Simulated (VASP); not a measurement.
# Y (P6_3/mmc) in VASP: notebook

Y is run at these levels: PBEsol; tasks: single point.

Program: VASP 6.6.1. These are calculated values, not measurements. Logs are shortened: lines on timing, memory, paths and dates and some standing lists are left out, and cuts for length are marked.

**1. The cell of the first run**

It takes space group P6_3/mmc (No. 194, hexagonal). Conventional cell: a = 3.482 Å, b = 3.482 Å, c = 11.240 Å, α = 90.00°, β = 90.00°, γ = 120.00°. Within 4.5 Å of Y (site symmetry -6m2) lie 12 Y at 3.45 to 3.48 Å. Y (site symmetry -3m) has 12 Y at 3.45 to 3.48 Å within 4.5 Å.

**2. Single point, PBEsol**

Input file INCAR:

```
SYSTEM = Y
ALGO     = Normal         ! electronic algorithm
EDIFF    = 1E-6           ! SCF threshold, eV
ENCUT    = 520            ! plane-wave cutoff, eV
GGA      = PS             ! functional
ISIF     = 2              ! what is computed and relaxed
ISMEAR   = -1             ! smearing method
LASPH    = .TRUE.         ! aspherical terms in the spheres
LCHARG   = .FALSE.        ! write CHGCAR
LREAL    = .FALSE.        ! projectors in reciprocal space
LWAVE    = .FALSE.        ! write WAVECAR
NBANDS   = 30             ! bands
NELM     = 100            ! most SCF steps
PREC     = Accurate       ! precision mode
SIGMA    = 0.05           ! smearing width, eV
```

Input file KPOINTS:

```
k-points
0
G
  8 8 3
  0 0 0
```

Input file POSCAR:

```
Y
1.0
    3.4817967171      0.0000000000      0.0000000000
   -1.7408983586      3.0153244079      0.0000000000
    0.0000000000      0.0000000000     11.2395337444
Y
4
Direct
    0.6666666667      0.3333333333      0.7500000000
    0.0000000000      0.0000000000      0.5000000000
    0.3333333333      0.6666666667      0.2500000000
    0.0000000000      0.0000000000      0.0000000000
```

Potentials or basis: VASP PAW PBE potentials, release 64 (Y_sv).

Launch:

```
$ cat potpaw_PBE.64/Y_sv/POTCAR > POTCAR
$ mpirun -np 1 vasp_std > vasp.out
```

OUTCAR:

```text
SYSTEM = Y
   EDIFF = 1E-6
   ENCUT = 520
   GGA = PS
   ISIF = 2
   ISMEAR = -1
   LASPH = .TRUE.
   LREAL = .FALSE.
   NELM = 100
   PREC = Accurate

 ion  position               nearest neighbor table
   1  0.667  0.333  0.750-   2 3.45   4 3.45   2 3.45   4 3.45   2 3.45   4 3.45
   2  0.000  0.000  0.500-   1 3.45   3 3.45   1 3.45   3 3.45   1 3.45   3 3.45
   3  0.333  0.667  0.250-   2 3.45   4 3.45   2 3.45   4 3.45   2 3.45   4 3.45
   4  0.000  0.000  0.000-   1 3.45   3 3.45   1 3.45   3 3.45   1 3.45   3 3.45

  LATTYP: Found a hexagonal cell.
 ALAT       =     3.4817967171
 C/A-ratio  =     3.2280844224

  Lattice vectors:

 A1 = (   3.4817967171,   0.0000000000,   0.0000000000)
 A2 = (  -1.7408983586,   3.0153244079,   0.0000000000)
 A3 = (   0.0000000000,   0.0000000000,  11.2395337444)

Analysis of symmetry for initial positions (statically):
=====================================================================
 Subroutine PRICEL returns:
 Original cell was already a primitive cell.

 Routine SETGRP: Setting up the symmetry group for a
 hexagonal supercell.

 Subroutine GETGRP returns: Found 24 space group operations
 (whereof 12 operations were pure point group operations)
 out of a pool of 24 trial point group operations.

The static configuration has the point symmetry D_3d.
 The point group associated with its full space group is D_6h.

Analysis of symmetry for dynamics (positions and initial velocities):
=====================================================================
 Subroutine PRICEL returns:
 Original cell was already a primitive cell.

 Routine SETGRP: Setting up the symmetry group for a
 hexagonal supercell.

 Subroutine GETGRP returns: Found 24 space group operations
 (whereof 12 operations were pure point group operations)
 out of a pool of 24 trial point group operations.

The dynamic configuration has the point symmetry D_3d.
 The point group associated with its full space group is D_6h.

 Subroutine INISYM returns: Found 24 space group operations
 (whereof 12 operations are pure point group operations),
 and found     1 'primitive' translations

----------------------------------------------------------------------------------------

                                     Primitive cell

[... 85 lines left out ...]
   LSORBIT =      F    spin-orbit coupling
   LASPH  =      T    aspherical Exc in radial PAW
   ENCUT  =  520.0 eV  38.22 Ry    6.18 a.u.   6.47  6.47 20.90*2*pi/ulx,y,z
   NELM   =    100;   NELMIN=  2; NELMDL= -5     # of ELM steps
   EDIFF  = 0.1E-05   stopping-criterion for ELM
   LREAL  =      F    real-space projection
   EDIFFG = 0.1E-04   stopping-criterion for IOM
   NSW    =      0    number of steps for IOM
   IBRION =     -1    ionic relax: 0-MD 1-quasi-New 2-CG
   NFREE  =      0    steps in history (QN), initial steepest desc. (CG)
   ISIF   =      2    stress and relaxation
   ISYM   =      2    0-nonsym 1-usesym 2-fastsym
   POTIM  = 0.5000    time-step for ionic-motion
   TEBEG  =    0.0;   TEEND  =   0.0 temperature during run
   PSTRESS=    0.0 pullay stress
   NELECT =      44.0000    total number of electrons
   NUPDOWN=      -1.0000    fix difference up-down
   EMIN   =  10.00;   EMAX   =-10.00  energy-range for DOS
   EFERMI =   0.00;   METHOD = LEGACY
   ISMEAR =    -1;   SIGMA  =   0.05  broadening in eV -4-tet -1-fermi 0-gaus
   EFERMI_NEDOS =   21; number of points for ismear=-14 and -15
   IALGO  =     38    algorithm
   IMIX   =      4    mixing-type and parameters
     AMIX     =   0.40;   BMIX     =  1.00
     AMIX_MAG =   1.60;   BMIX_MAG =  1.00
  volume/ion in A,a.u.               =      29.50       199.08
  Fermi-wavevector in a.u.,A,eV,Ry     =   1.178322  2.226705 18.890895  1.388442
  Thomas-Fermi vector in A             =   2.314652
   LORBIT       =      0    0 simple, 1 ext, 2 COOP (PROOUT), +10 PAW based schemes
   GGA     = PS    functional components
   LHFCALC =     F    Hartree Fock is set to
   AEXX    =    0.0000 exact exchange contribution
   IVDW    =     0    specifies the selected vdW correction
   LEPSILON=     F    determine dielectric tensor
   LRPA    =     F    only Hartree local field effects (RPA)
 non-spin polarized calculation
  energy-cutoff  :      520.00
  volume of cell :      118.00
 maximum number of plane-waves:      3221
 NGX is ok and might be reduce to    28
   NGX = 13   NGY = 13   NGZ = 41

 number of electron      44.0000002 magnetization

 Free energy of the ion-electron system (eV)
  ---------------------------------------------------
  ext. energy  EPLUGINS =         0.00000000
  ---------------------------------------------------
  free energy    TOTEN  =       -27.26715377 eV

  energy without entropy =      -27.21921497  energy(sigma->0) =      -27.24318437

 E-fermi :   3.4510     XC(G=0):  -9.9608

 val. band max:        3.4269479692   @ k =   0.2500   0.1250   0.0000
 cond. band min:       3.4572371933   @ k =   0.2500   0.2500   0.3333
 fundamental gap:      0.0302892241
 Fermi energy:         3.4510209645

 k-point     1 :       0.0000    0.0000    0.0000
  band No.  band energies     occupation
      1     -38.9036      2.00000
      2     -38.8539      2.00000
      3     -38.8484      2.00000
      4     -38.7980      2.00000
      5     -19.3293      2.00000
      6     -18.9505      2.00000
[... 649 lines left out ...]
     29       5.9503      0.00000
     30       6.1267      0.00000

------------------------ aborting loop because EDIFF is reached ----------------------------------------

  FORCE on cell =-STRESS in cart. coord.  units (eV):
  Direction    XX          YY          ZZ          XY          YZ          ZX
  --------------------------------------------------------------------------------------
  -------------------------------------------------------------------------------------
  Total        1.3860136      1.3860136      1.3881205     -0.0000000      0.0000000      0.0000000
  in kB       18.8188178     18.8188178     18.8474237     -0.0000000      0.0000000      0.0000000
  external PRESSURE =      18.8283531 kB  Pullay stress =       0.0000000 kB

 VOLUME and BASIS-vectors are now :
 -----------------------------------------------------------------------------
  energy-cutoff  :      520.00
  volume of cell :      118.00
      direct lattice vectors                 reciprocal lattice vectors
     3.481796717  0.000000000  0.000000000     0.287208037  0.165819637  0.000000000
    -1.740898359  3.015324408  0.000000000     0.000000000  0.331639275  0.000000000
     0.000000000  0.000000000 11.239533744     0.000000000  0.000000000  0.088971662

 POSITION                                       TOTAL-FORCE (eV/Angst)
 -----------------------------------------------------------------------------------
      1.74090      1.00511      8.42965        -0.000000      0.000000     -0.000000
      0.00000      0.00000      5.61977         0.000000      0.000000      0.000000
     -0.00000      2.01022      2.80988         0.000000     -0.000000     -0.000000
      0.00000      0.00000      0.00000         0.000000      0.000000      0.000000
 -----------------------------------------------------------------------------------
    total drift:                                0.000000     -0.000000      0.000000

  FREE ENERGIE OF THE ION-ELECTRON SYSTEM (eV)
  ---------------------------------------------------
  free  energy   TOTEN  =       -27.2671537696 eV

  energy  without entropy=      -27.2192149738  energy(sigma->0) =      -27.24318437
```

OSZICAR:

```text
N       E                     dE             d eps       ncg     rms          rms(c)
DAV:   1     0.215442248069E+03    0.21544E+03   -0.22331E+04  1200   0.143E+03
DAV:   2    -0.584037000025E+01   -0.22128E+03   -0.21445E+03  1362   0.331E+02
DAV:   3    -0.268543800076E+02   -0.21014E+02   -0.20406E+02  2000   0.549E+01
DAV:   4    -0.279828480204E+02   -0.11285E+01   -0.11225E+01  1678   0.133E+01
DAV:   5    -0.280220952439E+02   -0.39247E-01   -0.39239E-01  1702   0.224E+00    0.476E+01
DAV:   6    -0.273724976309E+02    0.64960E+00   -0.85869E-01  1266   0.478E+00    0.294E+01
DAV:   7    -0.272907713927E+02    0.81726E-01   -0.16701E+00  1448   0.603E+00    0.260E+00
DAV:   8    -0.272677222018E+02    0.23049E-01   -0.31757E-01  1478   0.259E+00    0.859E-01
DAV:   9    -0.272673297074E+02    0.39249E-03   -0.11461E-02  1636   0.614E-01    0.429E-01
DAV:  10    -0.272671301572E+02    0.19955E-03   -0.31490E-03  1512   0.363E-01    0.199E-01
DAV:  11    -0.272671570285E+02   -0.26871E-04   -0.66646E-04  1496   0.162E-01    0.547E-02
DAV:  12    -0.272671544756E+02    0.25529E-05   -0.38829E-05  1638   0.370E-02    0.155E-02
DAV:  13    -0.272671537696E+02    0.70596E-06   -0.75437E-06  1276   0.179E-02
   1 F= -.27267154E+02 E0= -.27243184E+02  d E =-.479388E-01
```

stdout:

```text
POSCAR found type information on POSCAR Y
 POSCAR found :  1 types and       4 ions
 scaLAPACK will be used
 -----------------------------------------------------------------------------
|                                                                             |
|                                                                             |
|     You enforced a specific xc type in the INCAR file but a different       |
|     I HOPE YOU KNOW WHAT YOU ARE DOING!                                     |
|                                                                             |
 -----------------------------------------------------------------------------

 LDA part: xc-table for (Slater+PW92), standard interpolation
 POSCAR, INCAR and KPOINTS ok, starting setup
 FFT: planning ... GRIDC
 FFT: planning ... GRID_SOFT
 FFT: planning ... GRID
 WAVECAR not read
 entering main loop
```

It took 66 s on 1 thread of Oxide Virtual Turin-like, shared host; peak memory 0.23 GiB.

Results:

| Property | Result |
| --- | --- |
| Free energy | -27.2672 eV |
| Pressure | 1.9 GPa |
| Band gap on the k mesh | zero (bands 22 and 23 overlap by 1.18 eV) |

Caveat: the PAW data sets were made with another functional, which shifts forces and pressure a little.

**3. Single point, PBEsol**

This run uses another cell than the first one, of 30.83 Å³/atom.

Input file INCAR:

```
ALGO = Normal
EDIFF = 1E-6
ENCUT = 520
GGA = PS
ISIF = 2
ISMEAR = -1
LASPH = True
LCHARG = False
LREAL = False
LWAVE = False
NBANDS = 30
NELM = 100
PREC = Accurate
SIGMA = 0.05
```

Input file KPOINTS:

```
k-points
0
Gamma
  8 8 3
```

Input file POSCAR:

```
Y
1.0
    3.5342373368      0.0000000000      0.0000000000
   -1.7671186684      3.0607393167      0.0000000000
    0.0000000000      0.0000000000     11.4017076022
Y
4
Direct
    0.6666666667      0.3333333333      0.7500000000
    0.0000000000      0.0000000000      0.5000000000
    0.3333333333      0.6666666667      0.2500000000
    0.0000000000      0.0000000000      0.0000000000
```

Potentials or basis: VASP PAW PBE potentials, release 64 (Y_sv).

Launch:

```
$ cat potpaw_PBE.64/Y_sv/POTCAR > POTCAR
$ mpirun -np 1 vasp_std > vasp.out
```

It took 72 s on 1 thread of Oxide Virtual Turin-like, shared host; peak memory 0.24 GiB.

The run converged. Its results:

```yaml
Free_energy: -27.2953 eV
Pressure: -0.1 GPa
Band_gap_on_the_k_mesh: zero (bands 22 and 23 overlap by 1.16 eV)
```

Levels at points of the mesh, in eV from the Fermi level:
```csv
k point,band 19,band 20,band 21,band 22,band 23,band 24,band 25,band 26
"(0.00, 0.00, 0.00)",-3.36,-2.03,0.79,0.85,0.89,1.66,1.66,1.72
"(0.50, 0.00, 0.00)",-1.41,-1.24,-0.55,-0.51,-0.31,0.49,0.77,1.54
```

Caveat: the PAW data sets were made with another functional, which shifts forces and pressure a little.

The gap in the log of VASP goes by the Fermi energy; the results here count the filled bands.